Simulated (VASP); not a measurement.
Input of a VASP 6.6.1 run:

The input POSCAR:

```
BiTe
1.0
    0.0000000000      3.2061452749      3.2061452749
    3.2061452749      0.0000000000      3.2061452749
    3.2061452749      3.2061452749      0.0000000000
Bi Te
1 1
Direct
    0.0000000000      0.0000000000      0.0000000000
    0.5000000000      0.5000000000      0.5000000000
```

File INCAR.step1:

```
PREC     = Accurate       # precision mode
ENCUT    = 520            # plane-wave cutoff, eV
EDIFF    = 1E-5           # SCF threshold, eV
ISMEAR   = -1             # smearing method
SIGMA    = 0.05           # smearing width, eV
LREAL    = F              # projectors in reciprocal space
LASPH    = T              # aspherical terms in the spheres
NELM     = 80             # most SCF steps
ALGO     = Normal         # electronic algorithm
ISIF     = 2              # what is computed and relaxed
LWAVE    = T              # write WAVECAR
NBANDS   = 18             # bands
GGA      = PE             # functional
```

File INCAR.step2:

```
PREC     = Accurate       # precision mode
ENCUT    = 520            # plane-wave cutoff, eV
EDIFF    = 1E-6           # SCF threshold, eV
ISMEAR   = -1             # smearing method
SIGMA    = 0.05           # smearing width, eV
LREAL    = F              # projectors in reciprocal space
LASPH    = T              # aspherical terms in the spheres
NELM     = 80             # most SCF steps
ALGO     = Normal         # electronic algorithm
ISIF     = 2              # what is computed and relaxed
LWAVE    = F              # write WAVECAR
LCHARG   = T              # write CHGCAR
GGA      = PE             # functional
LHFCALC  = T              # exact exchange
AEXX     = 0.25           # exact-exchange fraction
PRECFOCK = Normal       
LELF     = T              # ELF
LVHAR    = T            
NBANDS   = 18             # bands
ISTART   = 1
```

Contents of KPOINTS:

```
regular mesh
0
Gamma
  4 4 4
```

Potentials or basis: VASP PAW PBE potentials, release 64 (Bi_d, Te).

Run with:

```sh
$ cat potpaw_PBE.64/Bi_d/POTCAR potpaw_PBE.64/Te/POTCAR > POTCAR
$ cp INCAR.step1 INCAR
$ mpirun -np 1 vasp_std > vasp.out
$ cp INCAR.step2 INCAR
$ mpirun -np 1 vasp_std > vasp.out
```

(1) Predict the band gap on the k mesh.

(2) Predict the pressure.

## Answers

(1) zero (an odd number of electrons rules out a gap without spin polarisation).

(2) -0.4 GPa.

Caveat: the k points lie up to 0.42 Å⁻¹ apart, too coarse for converged energies and pressures of a metal; the PAW data sets were made with another functional, which shifts forces and pressure a little; spin-orbit coupling is left out, which moves the levels of the heavy elements.
